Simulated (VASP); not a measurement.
Write the native input for VASP 6.6.1 that does the following.

| Property | Result |
| --- | --- |
| Task | electric field gradients |
| Functional | LDA |
| Potentials or basis | VASP PAW LDA potentials, release 64 (Sr_sv, Cd) |
| Cutoff | 520 eV |
| k mesh | 10 × 10 × 10 |
| Occupations | fermi-dirac, width 0.08 eV |
| Spin | no spin polarisation |
| Dipole correction | no |
| Further INCAR settings | ALGO = Normal; EDIFF = 1e-08; NBANDS = 18 |

The structure of SrCd lies in POSCAR:

```
SrCd
1.0
    3.9229400000      0.0000000000      0.0000000000
    0.0000000000      3.9229400000      0.0000000000
    0.0000000000      0.0000000000      4.0030000000
Sr Cd
1 1
Direct
    0.5000000000      0.5000000000      0.5000000000
    0.0000000000      0.0000000000      0.0000000000
```

This cell differs from its parent crystal: equal xx and yy strain of -2 %.

The input as run:

INCAR

```
ALGO = Normal
EDIFF = 1E-8
ENCUT = 520
ISIF = 2
ISMEAR = -1
LASPH = True
LCHARG = False
LEFG = True
LREAL = False
LWAVE = False
NBANDS = 18
NELM = 80
PREC = Accurate
SIGMA = 0.08
```

KPOINTS

```
k-points
0
Gamma
  10 10 10
```

Potentials or basis: VASP PAW LDA potentials, release 64 (Sr_sv, Cd).

The run is started by

```sh
$ cat potpaw_LDA.64/Sr_sv/POTCAR potpaw_LDA.64/Cd/POTCAR > POTCAR
$ mpirun -np 1 vasp_std > vasp.out
```

Results of the run:

```
Pressure               : -0.9 GPa
Band gap on the k mesh : zero (band 11 reaches 3.57 eV, above the bottom of band 12 at 1.40 eV)
```

Caveat: the cell differs from its parent crystal (equal xx and yy strain of -2 %); without QUAD_EFG the Cq values of the log hold for a quadrupole moment of 1 mb, not for the nuclei.

It took 2.7 min on 1 thread of Oxide Virtual Turin-like Processor, on a shared host, peak memory 0.23 GiB.
